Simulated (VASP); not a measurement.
# TiB (F-43m) in VASP: single point with r2SCAN

Aim: the single point of TiB with r2SCAN.

All numbers are computed with VASP 6.6.1; they aren't measurements. Logs are shortened: lines on timing, memory, paths and dates and some standing lists are left out, and cuts for length are marked.

## Step 1: The cell of the first run

Symmetry: F-43m, No. 216, cubic system. Conventional cell: a = 4.202 Å, b = 4.202 Å, c = 4.202 Å, α = 90.00°, β = 90.00°, γ = 90.00°. Within 2.4 Å of Ti (site symmetry -43m) lie 4 B at 1.82 Å. B (site symmetry -43m) has 4 Ti at 1.82 Å within 2.4 Å.

## Step 2: Single point, r2SCAN

POSCAR

```
TiB
1.0
    2.9712630000      0.0000000000      0.0000000000
    1.4856315000      2.5731892393      0.0000000000
    1.4856315000      0.8577297464      2.4260260805
Ti B
1 1
Direct
    0.2500000000      0.2500000000      0.2500000000
    0.0000000000      0.0000000000      0.0000000000
```

INCAR.step1

```
SYSTEM = TiB
PREC     = Accurate       ! precision mode
ENCUT    = 520            ! plane-wave cutoff, eV
ISMEAR   = 1              ! smearing method
SIGMA    = 0.1            ! smearing width, eV
LREAL    = .False.        ! projectors in reciprocal space
LASPH    = .True.         ! aspherical terms in the spheres
NELM     = 80             ! most SCF steps
NBANDS   = 14             ! bands
GGA      = PE             ! functional
ALGO     = Normal         ! electronic algorithm
EDIFF    = 1E-4           ! SCF threshold, eV
LWAVE    = .True.         ! write WAVECAR
LCHARG   = .False.        ! write CHGCAR
```

INCAR.step2

```
SYSTEM = TiB
PREC     = Accurate       ! precision mode
ENCUT    = 520            ! plane-wave cutoff, eV
EDIFF    = 1E-6           ! SCF threshold, eV
ISMEAR   = 1              ! smearing method
SIGMA    = 0.1            ! smearing width, eV
LREAL    = .False.        ! projectors in reciprocal space
LASPH    = .True.         ! aspherical terms in the spheres
NELM     = 80             ! most SCF steps
ALGO     = Normal         ! electronic algorithm
ISIF     = 2              ! what is computed and relaxed
LWAVE    = .False.        ! write WAVECAR
LCHARG   = .False.        ! write CHGCAR
METAGGA  = R2SCAN         ! meta-GGA
LMIXTAU  = .True.       
NBANDS   = 14             ! bands
ISTART   = 1
```

KPOINTS

```
Automatic mesh
0
Gamma
  11 11 11
  0 0 0
```

Potentials or basis: VASP PAW PBE potentials, release 64 (Ti_sv, B).

On the command line:

```
$ cat potpaw_PBE.64/Ti_sv/POTCAR potpaw_PBE.64/B/POTCAR > POTCAR
$ cp INCAR.step1 INCAR
$ mpirun -np 1 vasp_std > vasp.out
$ cp INCAR.step2 INCAR
$ mpirun -np 1 vasp_std > vasp.out
```

OUTCAR:

```text
SYSTEM = TiB
   PREC = Accurate
   ENCUT = 520
   EDIFF = 1E-6
   ISMEAR = 1
   LREAL = .False.
   LASPH = .True.
   NELM = 80
   ISIF = 2
   METAGGA = R2SCAN
   ISTART = 1

 ion  position               nearest neighbor table
   1  0.250  0.250  0.250-   2 1.82   2 1.82   2 1.82   2 1.82
   2  0.000  0.000  0.000-   1 1.82   1 1.82   1 1.82   1 1.82

  LATTYP: Found a face centered cubic cell.
 ALAT       =     4.2020004319

  Lattice vectors:

 A1 = (   2.9712630000,   0.0000000000,   0.0000000000)
 A2 = (   1.4856315000,   2.5731892393,   0.0000000000)
 A3 = (   1.4856315000,   0.8577297464,   2.4260260805)

Analysis of symmetry for initial positions (statically):
=====================================================================
 Subroutine PRICEL returns:
 Original cell was already a primitive cell.

 Routine SETGRP: Setting up the symmetry group for a
 face centered cubic supercell.

 Subroutine GETGRP returns: Found 24 space group operations
 (whereof 24 operations were pure point group operations)
 out of a pool of 48 trial point group operations.

The static configuration has the point symmetry T_d .

Analysis of symmetry for dynamics (positions and initial velocities):
=====================================================================
 Subroutine PRICEL returns:
 Original cell was already a primitive cell.

 Routine SETGRP: Setting up the symmetry group for a
 face centered cubic supercell.

 Subroutine GETGRP returns: Found 24 space group operations
 (whereof 24 operations were pure point group operations)
 out of a pool of 48 trial point group operations.

The dynamic configuration has the point symmetry T_d .

 Subroutine INISYM returns: Found 24 space group operations
 (whereof 24 operations are pure point group operations),
 and found     1 'primitive' translations

----------------------------------------------------------------------------------------

                                     Primitive cell

  volume of cell :      18.5485

  direct lattice vectors                    reciprocal lattice vectors
     2.971263000  0.000000000  0.000000000     0.336557215 -0.194311399 -0.137398908
     1.485631500  2.573189239  0.000000000     0.000000000  0.388622797 -0.137398908
     1.485631500  0.857729746  2.426026080     0.000000000  0.000000000  0.412196723

  length of vectors
     2.971263000  2.971263000  2.971263000     0.412196723  0.412196723  0.412196723

[... 89 lines left out ...]
   TEBEG  =    0.0;   TEEND  =   0.0 temperature during run
   PSTRESS=    0.0 pullay stress
   NELECT =      15.0000    total number of electrons
   NUPDOWN=      -1.0000    fix difference up-down
   EMIN   =  10.00;   EMAX   =-10.00  energy-range for DOS
   EFERMI =   0.00;   METHOD = LEGACY
   ISMEAR =     1;   SIGMA  =   0.10  broadening in eV -4-tet -1-fermi 0-gaus
   EFERMI_NEDOS =   21; number of points for ismear=-14 and -15
   IALGO  =     38    algorithm
   IMIX   =      4    mixing-type and parameters
     AMIX     =   0.40;   BMIX     =  1.00
     AMIX_MAG =   1.60;   BMIX_MAG =  1.00
  volume/ion in A,a.u.               =       9.27        62.59
  Fermi-wavevector in a.u.,A,eV,Ry     =   1.525232  2.882270 31.651665  2.326332
  Thomas-Fermi vector in A             =   2.633430
   LORBIT       =      0    0 simple, 1 ext, 2 COOP (PROOUT), +10 PAW based schemes
   METAGGA = R2SCAN    functional components
   LHFCALC =     F    Hartree Fock is set to
   AEXX    =    0.0000 exact exchange contribution
   IVDW    =     0    specifies the selected vdW correction
   LEPSILON=     F    determine dielectric tensor
   LRPA    =     F    only Hartree local field effects (RPA)
 non-spin polarized calculation
 Methfessel and Paxton  Order N= 1 SIGMA  =   0.10
  energy-cutoff  :      520.00
  volume of cell :       18.55
 maximum number of plane-waves:       531
 NGX is ok and might be reduce to    24
   NGX = 11   NGY = 11   NGZ = 11

 number of electron      14.9999998 magnetization

 Free energy of the ion-electron system (eV)
  ---------------------------------------------------
  ext. energy  EPLUGINS =         0.00000000
  ---------------------------------------------------
  free energy    TOTEN  =       -15.76256580 eV

  energy without entropy =      -15.76150911  energy(sigma->0) =      -15.76221357

 E-fermi :   9.3324     XC(G=0): -13.6705

 val. band max:        9.3232573658   @ k =  -0.3636   0.2727   0.0000
 cond. band min:       9.3652601997   @ k =  -0.3636   0.2727   0.0909
 fundamental gap:      0.0420028339
 Fermi energy:         9.3323788943

 k-point     1 :       0.0000    0.0000    0.0000
  band No.  band energies     occupation
      1     -47.7399      2.00000
      2     -22.8079      2.00000
      3     -22.8079      2.00000
      4     -22.8079      2.00000
      5      -0.2147      2.00000
      6       7.2423      2.00000
      7       7.2423      2.00000
      8       7.2423      2.00000
      9      12.9562      0.00000
     10      12.9562      0.00000
     11      22.2504      0.00000
     12      22.7412      0.00000
     13      22.7412      0.00000
     14      22.7412      0.00000
[... 377 lines left out ...]
      1     -47.6574      2.00000
      2     -23.2733      2.00000
      3     -23.0099      2.00000
      4     -22.8717      2.00000
      5       1.9985      2.00000
      6       6.6442      2.00000
      7       7.7538      2.00000
      8       8.1495      2.00000
      9      11.9786      0.00000
     10      13.5440      0.00000
     11      18.5714      0.00000
     12      20.6261      0.00000
     13      22.6062      0.00000
     14      24.0535      0.00000

 [... further k-points ...]

------------------------ aborting loop because EDIFF is reached ----------------------------------------

  FORCE on cell =-STRESS in cart. coord.  units (eV):
  Direction    XX          YY          ZZ          XY          YZ          ZX
  --------------------------------------------------------------------------------------
  -------------------------------------------------------------------------------------
  Total       14.1457406     14.1457406     14.1457406     -0.0000000     -0.0000000     -0.0000000
  in kB     1221.8783945   1221.8783944   1221.8783944     -0.0000000     -0.0000000     -0.0000000
  external PRESSURE =    1221.8783944 kB  Pullay stress =       0.0000000 kB

 VOLUME and BASIS-vectors are now :
 -----------------------------------------------------------------------------
  energy-cutoff  :      520.00
  volume of cell :       18.55
      direct lattice vectors                 reciprocal lattice vectors
     2.971263000  0.000000000  0.000000000     0.336557215 -0.194311399 -0.137398908
     1.485631500  2.573189239  0.000000000     0.000000000  0.388622797 -0.137398908
     1.485631500  0.857729746  2.426026080     0.000000000  0.000000000  0.412196723

 POSITION                                       TOTAL-FORCE (eV/Angst)
 -----------------------------------------------------------------------------------
      1.48563      0.85773      0.60651         0.000000     -0.000000     -0.000000
      0.00000      0.00000      0.00000        -0.000000      0.000000      0.000000
 -----------------------------------------------------------------------------------
    total drift:                               -0.000001     -0.000001     -0.000000

  FREE ENERGIE OF THE ION-ELECTRON SYSTEM (eV)
  ---------------------------------------------------
  free  energy   TOTEN  =       -15.7625658008 eV

  energy  without entropy=      -15.7615091078  energy(sigma->0) =      -15.76221357
```

OUTCAR.step1:

```text
SYSTEM = TiB
   PREC = Accurate
   ENCUT = 520
   ISMEAR = 1
   LREAL = .False.
   LASPH = .True.
[... 630 lines left out ...]
      1.48563      0.85773      0.60651         0.000000      0.000000      0.000000
      0.00000      0.00000      0.00000        -0.000000     -0.000000     -0.000000
 -----------------------------------------------------------------------------------
    total drift:                                0.000003      0.000002      0.000001

  FREE ENERGIE OF THE ION-ELECTRON SYSTEM (eV)
  ---------------------------------------------------
  free  energy   TOTEN  =       -10.0246025551 eV

  energy  without entropy=      -10.0229051430  energy(sigma->0) =      -10.02403675
```

OSZICAR.step1:

```text
N       E                     dE             d eps       ncg     rms          rms(c)
DAV:   1     0.123567364281E+03    0.12357E+03   -0.80190E+03  1568   0.133E+03
DAV:   2    -0.308186485918E+01   -0.12665E+03   -0.11976E+03  1598   0.335E+02
DAV:   3    -0.121545691066E+02   -0.90727E+01   -0.87652E+01  2304   0.847E+01
DAV:   4    -0.127710508706E+02   -0.61648E+00   -0.61609E+00  1842   0.159E+01
DAV:   5    -0.127785986193E+02   -0.75477E-02   -0.75476E-02  2098   0.179E+00    0.251E+01
DAV:   6    -0.990229966676E+01    0.28763E+01   -0.61615E+00  2222   0.397E+01    0.604E+00
DAV:   7    -0.996154467827E+01   -0.59245E-01   -0.70547E-01  1592   0.916E+00    0.512E+00
DAV:   8    -0.100198712670E+02   -0.58327E-01   -0.14578E-01  2344   0.312E+00    0.901E-01
DAV:   9    -0.100248818788E+02   -0.50106E-02   -0.10591E-02  1568   0.949E-01    0.214E-01
DAV:  10    -0.100246580039E+02    0.22387E-03   -0.21114E-03  1910   0.507E-01    0.170E-01
DAV:  11    -0.100246025551E+02    0.55449E-04   -0.30051E-04  1568   0.184E-01
   1 F= -.10024603E+02 E0= -.10024037E+02  d E =-.169741E-02
```

Run time: 51 s. Hardware: 1 thread of Intel Xeon 8259CL, shared host; peak memory 0.15 GiB.

What came out:

```
Free energy            : -15.7626 eV
Pressure               : 122.2 GPa
Band gap on the k mesh : zero (an odd number of electrons rules out a gap without spin polarisation)
```

Levels at points of the mesh, in eV from the Fermi level:
```tsv
k point	band 6	band 7	band 8	band 9	band 10	band 11
(0.00, 0.00, 0.00)	-2.09	-2.09	-2.09	3.62	3.62	12.92
```

Caveat: the cell stands under pressure; the PAW data sets were made with another functional, which shifts forces and pressure a little.
